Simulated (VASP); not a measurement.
# RbBi2 (Fd-3m) in VASP: further runs

RbBi2 is run at these levels: LDA; tasks: single point.

Everything below comes from runs of VASP 6.6.1. Logs are shortened: lines on timing, memory, paths and dates and some standing lists are left out, and cuts for length are marked.

### Step 1. The cell of the first run

It takes space group Fd-3m (No. 227, cubic). Conventional cell: a = 9.603 Å, b = 9.603 Å, c = 9.603 Å, α = 90.00°, β = 90.00°, γ = 90.00°. Rb (site symmetry -43m) has 12 Bi at 3.98 Å and 4 Rb at 4.16 Å within 5.2 Å. Within 4.5 Å of Bi (site symmetry -3m) lie 6 Bi at 3.40 Å and 6 Rb at 3.98 Å.

### Step 2. Single point, LDA

The input, INCAR:

```
ALGO     = Normal         # electronic algorithm
EDIFF    = 1E-7           # SCF threshold, eV
ENCUT    = 520            # plane-wave cutoff, eV
GGA      = CA             # functional
ISIF     = 2              # what is computed and relaxed
ISMEAR   = 1              # smearing method
LASPH    = True           # aspherical terms in the spheres
LCHARG   = False          # write CHGCAR
LREAL    = False          # projectors in reciprocal space
LWAVE    = False          # write WAVECAR
NBANDS   = 48             # bands
NELM     = 80             # most SCF steps
PREC     = Accurate       # precision mode
SIGMA    = 0.05           # smearing width, eV
```

The input, KPOINTS:

```
k-points
0
Gamma
  4 4 4
```

The input, POSCAR:

```
RbBi2
1.0
    0.0000000000      4.8013940000      4.8013940000
    4.8013940000      0.0000000000      4.8013940000
    4.8013940000      4.8013940000      0.0000000000
Rb Bi
2 4
Direct
    0.5000000000      0.5000000000      0.5000000000
    0.7500000000      0.7500000000      0.7500000000
    0.6250000000      0.1250000000      0.1250000000
    0.1250000000      0.1250000000      0.1250000000
    0.1250000000      0.1250000000      0.6250000000
    0.1250000000      0.6250000000      0.1250000000
```

Potentials or basis: VASP PAW LDA potentials, release 64 (Rb_sv, Bi_d).

Command:

```bash
> cat potpaw_LDA.64/Rb_sv/POTCAR potpaw_LDA.64/Bi_d/POTCAR > POTCAR
> mpirun -np 1 vasp_std > vasp.out
```

OUTCAR:

```text
EDIFF = 1E-7
   ENCUT = 520
   GGA = CA
   ISIF = 2
   ISMEAR = 1
   LASPH = True
   LREAL = False
   NELM = 80
   PREC = Accurate

 ion  position               nearest neighbor table
   1  0.500  0.500  0.500-   4 3.98   3 3.98   5 3.98   6 3.98   4 3.98   5 3.98   3 3.98   4 3.98
                             6 3.98   5 3.98   6 3.98   3 3.98   2 4.16   2 4.16   2 4.16   2 4.16
   2  0.750  0.750  0.750-   3 3.98   5 3.98   6 3.98   4 3.98   3 3.98   6 3.98   3 3.98   4 3.98
                             5 3.98   4 3.98   5 3.98   6 3.98   1 4.16   1 4.16   1 4.16   1 4.16
   3  0.625  0.125  0.125-   4 3.40   5 3.40   6 3.40   4 3.40   5 3.40   6 3.40   1 3.98   2 3.98
                             2 3.98   1 3.98   2 3.98   1 3.98
   4  0.125  0.125  0.125-   3 3.40   5 3.40   6 3.40   5 3.40   6 3.40   3 3.40   1 3.98   2 3.98
                             1 3.98   2 3.98   1 3.98   2 3.98
   5  0.125  0.125  0.625-   4 3.40   3 3.40   4 3.40   6 3.40   6 3.40   3 3.40   1 3.98   2 3.98
                             1 3.98   2 3.98   1 3.98   2 3.98
   6  0.125  0.625  0.125-   4 3.40   5 3.40   3 3.40   4 3.40   5 3.40   3 3.40   1 3.98   2 3.98
                             1 3.98   2 3.98   1 3.98   2 3.98

  LATTYP: Found a face centered cubic cell.
 ALAT       =     9.6027880000

  Lattice vectors:

 A1 = (   0.0000000000,   4.8013940000,   4.8013940000)
 A2 = (   4.8013940000,   0.0000000000,   4.8013940000)
 A3 = (   4.8013940000,   4.8013940000,   0.0000000000)

Analysis of symmetry for initial positions (statically):
=====================================================================
 Subroutine PRICEL returns:
 Original cell was already a primitive cell.

 Routine SETGRP: Setting up the symmetry group for a
 face centered cubic supercell.

 Subroutine GETGRP returns: Found 48 space group operations
 (whereof 24 operations were pure point group operations)
 out of a pool of 48 trial point group operations.

The static configuration has the point symmetry T_d .
 The point group associated with its full space group is O_h .

Analysis of symmetry for dynamics (positions and initial velocities):
=====================================================================
 Subroutine PRICEL returns:
 Original cell was already a primitive cell.

 Routine SETGRP: Setting up the symmetry group for a
 face centered cubic supercell.

 Subroutine GETGRP returns: Found 48 space group operations
 (whereof 24 operations were pure point group operations)
 out of a pool of 48 trial point group operations.

The dynamic configuration has the point symmetry T_d .
 The point group associated with its full space group is O_h .

 Subroutine INISYM returns: Found 48 space group operations
 (whereof 24 operations are pure point group operations),
 and found     1 'primitive' translations

----------------------------------------------------------------------------------------

                                     Primitive cell

  volume of cell :     221.3768

  direct lattice vectors                    reciprocal lattice vectors
     0.000000000  4.801394000  4.801394000    -0.104136424  0.104136424  0.104136424
     4.801394000  0.000000000  4.801394000     0.104136424 -0.104136424  0.104136424
     4.801394000  4.801394000  0.000000000     0.104136424  0.104136424 -0.104136424

  length of vectors
     6.790196513  6.790196513  6.790196513     0.180369577  0.180369577  0.180369577

  position of ions in fractional coordinates (direct lattice)
     0.500000000  0.500000000  0.500000000
     0.750000000  0.750000000  0.750000000
     0.625000000  0.125000000  0.125000000
     0.125000000  0.125000000  0.125000000
     0.125000000  0.125000000  0.625000000
     0.125000000  0.625000000  0.125000000

  ion indices of the primitive-cell ions
   primitive index   ion index
                 1           1
                 2           2
                 3           3
                 4           4
                 5           5
                 6           6

----------------------------------------------------------------------------------------

 KPOINTS: k-points

Automatic generation of k-mesh.
 Grid dimensions read from file:
 generate k-points for:    4    4    4

 Generating k-lattice:

  Cartesian coordinates                     Fractional coordinates (reciprocal lattice)
    -0.026034106  0.026034106  0.026034106     0.250000000  0.000000000  0.000000000
     0.026034106 -0.026034106  0.026034106     0.000000000  0.250000000  0.000000000
     0.026034106  0.026034106 -0.026034106     0.000000000  0.000000000  0.250000000

  Length of vectors
     0.045092394  0.045092394  0.045092394

  Shift w.r.t. Gamma in fractional coordinates (k-lattice)
     0.000000000  0.000000000  0.000000000

 Subroutine IBZKPT returns following result:
 ===========================================

 Found      8 irreducible k-points:

 Following reciprocal coordinates:
            Coordinates               Weight
  0.000000  0.000000  0.000000      1.000000
  0.250000  0.000000  0.000000      8.000000
  0.500000  0.000000  0.000000      4.000000
  0.250000  0.250000  0.000000      6.000000
  0.500000  0.250000  0.000000     24.000000
 -0.250000  0.250000  0.000000     12.000000
  0.500000  0.500000  0.000000      3.000000
 -0.250000  0.500000  0.250000      6.000000
   k-points           NKPTS =      8   k-points in BZ     NKDIM =      8   number of bands    NBANDS=     48
   number of dos      NEDOS =    301   number of ions     NIONS =      6
   total plane-waves  NPLWV = 157464
   dimension x,y,z NGX =    54 NGY =   54 NGZ =   54
   dimension x,y,z NGXF=   108 NGYF=  108 NGZF=  108
   ions per type =               2   4
   NGX,Y,Z   is equivalent  to a cutoff of  13.22, 13.22, 13.22 a.u.
   NGXF,Y,Z  is equivalent  to a cutoff of  26.44, 26.44, 26.44 a.u.
 SYSTEM =  unknown system
   PREC   = accura    normal or accurate (medium, high low for compatibility)
   ISTART =      0    job   : 0-new  1-cont  2-samecut
   ICHARG =      2    charge: 1-file 2-atom 10-const
   ISPIN  =      1    spin polarized calculation?
   LNONCOLLINEAR =      F non collinear calculations
   LSORBIT =      F    spin-orbit coupling
   LASPH  =      T    aspherical Exc in radial PAW
   ENCUT  =  520.0 eV  38.22 Ry    6.18 a.u.  12.63 12.63 12.63*2*pi/ulx,y,z
   NELM   =     80;   NELMIN=  2; NELMDL= -5     # of ELM steps
   EDIFF  = 0.1E-06   stopping-criterion for ELM
   LREAL  =      F    real-space projection
   EDIFFG = 0.1E-05   stopping-criterion for IOM
   NSW    =      0    number of steps for IOM
   IBRION =     -1    ionic relax: 0-MD 1-quasi-New 2-CG
   NFREE  =      0    steps in history (QN), initial steepest desc. (CG)
   ISIF   =      2    stress and relaxation
   ISYM   =      2    0-nonsym 1-usesym 2-fastsym
   POTIM  = 0.5000    time-step for ionic-motion
   TEBEG  =    0.0;   TEEND  =   0.0 temperature during run
   PSTRESS=    0.0 pullay stress
   NELECT =      78.0000    total number of electrons
   NUPDOWN=      -1.0000    fix difference up-down
   EMIN   =  10.00;   EMAX   =-10.00  energy-range for DOS
   EFERMI =   0.00;   METHOD = LEGACY
   ISMEAR =     1;   SIGMA  =   0.05  broadening in eV -4-tet -1-fermi 0-gaus
   EFERMI_NEDOS =   21; number of points for ismear=-14 and -15
   IALGO  =     38    algorithm
   IMIX   =      4    mixing-type and parameters
     AMIX     =   0.40;   BMIX     =  1.00
     AMIX_MAG =   1.60;   BMIX_MAG =  1.00
  volume/ion in A,a.u.               =      36.90       248.99
  Fermi-wavevector in a.u.,A,eV,Ry     =   1.156278  2.185049 18.190709  1.336979
  Thomas-Fermi vector in A             =   2.292900
   LORBIT       =      0    0 simple, 1 ext, 2 COOP (PROOUT), +10 PAW based schemes
   GGA     = CA    functional components
   LHFCALC =     F    Hartree Fock is set to
   AEXX    =    0.0000 exact exchange contribution
   IVDW    =     0    specifies the selected vdW correction
   LEPSILON=     F    determine dielectric tensor
   LRPA    =     F    only Hartree local field effects (RPA)
 non-spin polarized calculation
 Methfessel and Paxton  Order N= 1 SIGMA  =   0.05
  energy-cutoff  :      520.00
  volume of cell :      221.38
 maximum number of plane-waves:      5996
 NGX is ok and might be reduce to    54
   NGX = 25   NGY = 25   NGZ = 25

 number of electron      77.9999989 magnetization

 Free energy of the ion-electron system (eV)
  ---------------------------------------------------
  ext. energy  EPLUGINS =         0.00000000
  ---------------------------------------------------
  free energy    TOTEN  =       -22.37460568 eV

  energy without entropy =      -22.36835888  energy(sigma->0) =      -22.37252341

 E-fermi :   3.9454     XC(G=0):  -9.2172

 val. band max:        3.9337788911   @ k =   0.5000   0.5000   0.0000
 cond. band min:       3.9527897065   @ k =   0.5000   0.2500   0.0000
 fundamental gap:      0.0190108154
 Fermi energy:         3.9453903342

 k-point     1 :       0.0000    0.0000    0.0000
  band No.  band energies     occupation
      1     -23.0774      2.00000
      2     -23.0405      2.00000
      3     -18.3417      2.00000
      4     -18.2756      2.00000
      5     -18.2756      2.00000
      6     -18.2756      2.00000
[... 40 lines left out ...]
     47       8.2872      0.00000
     48       8.2872      0.00000

 k-point     2 :       0.2500    0.0000    0.0000
  band No.  band energies     occupation
      1     -23.0735      2.00000
      2     -23.0444      2.00000
      3     -18.3238      2.00000
      4     -18.2704      2.00000
      5     -18.2704      2.00000
      6     -18.2655      2.00000
[... 40 lines left out ...]
     47       8.1900      0.00000
     48       8.1900      0.00000

 k-point     3 :       0.5000    0.0000    0.0000
  band No.  band energies     occupation
      1     -23.0680      2.00000
      2     -23.0498      2.00000
      3     -18.3089      2.00000
      4     -18.2684      2.00000
      5     -18.2684      2.00000
      6     -18.2286      2.00000
[... 244 lines left out ...]
     47       8.4356      0.00000
     48       8.4356      0.00000

 k-point     8 :      -0.2500    0.5000    0.2500
  band No.  band energies     occupation
      1     -23.0589      2.00000
      2     -23.0589      2.00000
      3     -18.2594      2.00000
      4     -18.2594      2.00000
      5     -18.2507      2.00000
      6     -18.2507      2.00000
[... 40 lines left out ...]
     47       8.1419      0.00000
     48       8.1419      0.00000

------------------------ aborting loop because EDIFF is reached ----------------------------------------

  FORCE on cell =-STRESS in cart. coord.  units (eV):
  Direction    XX          YY          ZZ          XY          YZ          ZX
  --------------------------------------------------------------------------------------
  -------------------------------------------------------------------------------------
  Total       -2.2930127     -2.2930127     -2.2930127      0.0000000      0.0000000      0.0000000
  in kB      -16.5952962    -16.5952962    -16.5952962      0.0000000      0.0000000      0.0000000
  external PRESSURE =     -16.5952962 kB  Pullay stress =       0.0000000 kB

 VOLUME and BASIS-vectors are now :
 -----------------------------------------------------------------------------
  energy-cutoff  :      520.00
  volume of cell :      221.38
      direct lattice vectors                 reciprocal lattice vectors
     0.000000000  4.801394000  4.801394000    -0.104136424  0.104136424  0.104136424
     4.801394000  0.000000000  4.801394000     0.104136424 -0.104136424  0.104136424
     4.801394000  4.801394000  0.000000000     0.104136424  0.104136424 -0.104136424

 POSITION                                       TOTAL-FORCE (eV/Angst)
 -----------------------------------------------------------------------------------
      4.80139      4.80139      4.80139         0.000000      0.000000      0.000000
      7.20209      7.20209      7.20209        -0.000000     -0.000000     -0.000000
      1.20035      3.60105      3.60105         0.000000     -0.000000      0.000000
      1.20035      1.20035      1.20035         0.000000     -0.000000      0.000000
      3.60105      3.60105      1.20035         0.000000     -0.000000      0.000000
      3.60105      1.20035      3.60105         0.000000     -0.000000      0.000000
 -----------------------------------------------------------------------------------
    total drift:                                0.000000      0.000000      0.000000

  FREE ENERGIE OF THE ION-ELECTRON SYSTEM (eV)
  ---------------------------------------------------
  free  energy   TOTEN  =       -22.3746056809 eV

  energy  without entropy=      -22.3683588774  energy(sigma->0) =      -22.37252341
```

It took 2.6 min on 1 thread of AMD EPYC 7R43 (Zen 3), shared host; peak memory 0.29 GiB.

Results:

```
Free energy            : -22.3746 eV
Pressure               : -1.7 GPa
Band gap on the k mesh : zero (band 39 reaches 5.77 eV, above the bottom of band 40 at 3.88 eV)
```

Caveat: spin-orbit coupling is left out, which moves the levels of the heavy elements.

### Step 3. Single point, LDA

The input, INCAR:

```
SYSTEM = RbBi2
ALGO = Normal
EDIFF = 1E-7
ENCUT = 520
GGA = CA
ISIF = 2
ISMEAR = 1
LASPH = .True.
LCHARG = .True.
LELF = .True.
LREAL = .False.
LVHAR = .True.
LWAVE = .False.
NBANDS = 48
NELM = 80
PREC = Accurate
SIGMA = 0.05
```

The input, KPOINTS:

```
k-points
0
Gamma
  4 4 4
  0 0 0
```

POSCAR is that of step 2.

Potentials or basis: VASP PAW LDA potentials, release 64 (Rb_sv, Bi_d).

Command:

```bash
> cat potpaw_LDA.64/Rb_sv/POTCAR potpaw_LDA.64/Bi_d/POTCAR > POTCAR
> mpirun -np 1 vasp_std > vasp.out
```

OUTCAR:

```text
SYSTEM = RbBi2
   EDIFF = 1E-7
   ENCUT = 520
   GGA = CA
   ISIF = 2
   ISMEAR = 1
   LASPH = .True.
   LREAL = .False.
   NELM = 80
   PREC = Accurate

 ion  position               nearest neighbor table
   1  0.500  0.500  0.500-   4 3.98   3 3.98   5 3.98   6 3.98   4 3.98   5 3.98   3 3.98   4 3.98
                             6 3.98   5 3.98   6 3.98   3 3.98   2 4.16   2 4.16   2 4.16   2 4.16
   2  0.750  0.750  0.750-   3 3.98   5 3.98   6 3.98   4 3.98   3 3.98   6 3.98   3 3.98   4 3.98
                             5 3.98   4 3.98   5 3.98   6 3.98   1 4.16   1 4.16   1 4.16   1 4.16
   3  0.625  0.125  0.125-   4 3.40   5 3.40   6 3.40   4 3.40   5 3.40   6 3.40   1 3.98   2 3.98
                             2 3.98   1 3.98   2 3.98   1 3.98
   4  0.125  0.125  0.125-   3 3.40   5 3.40   6 3.40   5 3.40   6 3.40   3 3.40   1 3.98   2 3.98
                             1 3.98   2 3.98   1 3.98   2 3.98
   5  0.125  0.125  0.625-   4 3.40   3 3.40   4 3.40   6 3.40   6 3.40   3 3.40   1 3.98   2 3.98
                             1 3.98   2 3.98   1 3.98   2 3.98
   6  0.125  0.625  0.125-   4 3.40   5 3.40   3 3.40   4 3.40   5 3.40   3 3.40   1 3.98   2 3.98
                             1 3.98   2 3.98   1 3.98   2 3.98

[... 182 lines left out ...]
 Fermi energy:         3.9453903342

 k-point     1 :       0.0000    0.0000    0.0000
  band No.  band energies     occupation
      1     -23.0774      2.00000
      2     -23.0405      2.00000
      3     -18.3417      2.00000
      4     -18.2756      2.00000
      5     -18.2756      2.00000
      6     -18.2756      2.00000
[... 397 lines left out ...]
     47       8.1419      0.00000
     48       8.1419      0.00000

------------------------ aborting loop because EDIFF is reached ----------------------------------------

  FORCE on cell =-STRESS in cart. coord.  units (eV):
  Direction    XX          YY          ZZ          XY          YZ          ZX
  --------------------------------------------------------------------------------------
  -------------------------------------------------------------------------------------
  Total       -2.2930127     -2.2930127     -2.2930127      0.0000000      0.0000000      0.0000000
  in kB      -16.5952962    -16.5952962    -16.5952962      0.0000000      0.0000000      0.0000000
  external PRESSURE =     -16.5952962 kB  Pullay stress =       0.0000000 kB

 VOLUME and BASIS-vectors are now :
 -----------------------------------------------------------------------------
  energy-cutoff  :      520.00
  volume of cell :      221.38
      direct lattice vectors                 reciprocal lattice vectors
     0.000000000  4.801394000  4.801394000    -0.104136424  0.104136424  0.104136424
     4.801394000  0.000000000  4.801394000     0.104136424 -0.104136424  0.104136424
     4.801394000  4.801394000  0.000000000     0.104136424  0.104136424 -0.104136424

 POSITION                                       TOTAL-FORCE (eV/Angst)
 -----------------------------------------------------------------------------------
      4.80139      4.80139      4.80139         0.000000      0.000000      0.000000
      7.20209      7.20209      7.20209        -0.000000     -0.000000     -0.000000
      1.20035      3.60105      3.60105         0.000000     -0.000000      0.000000
      1.20035      1.20035      1.20035         0.000000     -0.000000      0.000000
      3.60105      3.60105      1.20035         0.000000     -0.000000      0.000000
      3.60105      1.20035      3.60105         0.000000     -0.000000      0.000000
 -----------------------------------------------------------------------------------
    total drift:                                0.000000      0.000000      0.000000

  FREE ENERGIE OF THE ION-ELECTRON SYSTEM (eV)
  ---------------------------------------------------
  free  energy   TOTEN  =       -22.3746056809 eV

  energy  without entropy=      -22.3683588774  energy(sigma->0) =      -22.37252341
```

OSZICAR:

```text
N       E                     dE             d eps       ncg     rms          rms(c)
DAV:   1     0.905363570284E+03    0.90536E+03   -0.38389E+04   768   0.177E+03
DAV:   2     0.906067964329E+02   -0.81476E+03   -0.79294E+03   784   0.496E+02
DAV:   3    -0.166991273724E+02   -0.10731E+03   -0.10501E+03  1008   0.196E+02
DAV:   4    -0.220909546584E+02   -0.53918E+01   -0.53515E+01   960   0.448E+01
DAV:   5    -0.224988834886E+02   -0.40793E+00   -0.40769E+00  1296   0.995E+00    0.436E+00
DAV:   6    -0.224160589322E+02    0.82825E-01   -0.10545E-01  1088   0.225E+00    0.271E+00
DAV:   7    -0.223726020462E+02    0.43457E-01   -0.14077E-01   984   0.213E+00    0.352E-01
DAV:   8    -0.223747077391E+02   -0.21057E-02   -0.32525E-02   968   0.815E-01    0.104E-01
DAV:   9    -0.223745999012E+02    0.10784E-03   -0.18281E-03  1176   0.173E-01    0.335E-02
DAV:  10    -0.223746036358E+02   -0.37346E-05   -0.18092E-04   928   0.697E-02    0.112E-02
DAV:  11    -0.223746057324E+02   -0.20966E-05   -0.17743E-05  1040   0.211E-02    0.360E-03
DAV:  12    -0.223746056385E+02    0.93869E-07   -0.23231E-06   928   0.900E-03    0.103E-03
DAV:  13    -0.223746056809E+02   -0.42430E-07   -0.52007E-07   856   0.396E-03
   1 F= -.22374606E+02 E0= -.22372523E+02  d E =-.624680E-02
```

stdout:

```text
POSCAR found type information on POSCAR RbBi
 POSCAR found :  2 types and       6 ions
 scaLAPACK will be used
 LDA part: xc-table for (Slater(with rela. corr.)+CA(PZ))
 , standard interpolation
 POSCAR, INCAR and KPOINTS ok, starting setup
 FFT: planning ... GRIDC
 FFT: planning ... GRID_SOFT
 FFT: planning ... GRID
 WAVECAR not read
 entering main loop
```

Run time: 3.3 min. Hardware: 1 thread of AMD EPYC 7R43 (Zen 3), shared host; peak memory 0.29 GiB.

Results:

* Free energy: -22.3746 eV
* Pressure: -1.7 GPa
* Band gap on the k mesh: zero (band 39 reaches 5.77 eV, above the bottom of band 40 at 3.88 eV)

Levels at points of the mesh, in eV from the Fermi level:
| k point | band 36 | band 37 | band 38 | band 39 | band 40 | band 41 |
| --- | --- | --- | --- | --- | --- | --- |
| (0.00, 0.00, 0.00) | -2.60 | -1.72 | -1.72 | 1.48 | 3.25 | 3.25 |
| (0.50, 0.00, 0.00) | -1.10 | -0.39 | -0.39 | 0.01 | 0.01 | 0.10 |
| (0.50, 0.50, 0.00) | -0.58 | -0.45 | -0.45 | -0.01 | -0.01 | 0.04 |

Caveat: spin-orbit coupling is left out, which moves the levels of the heavy elements.
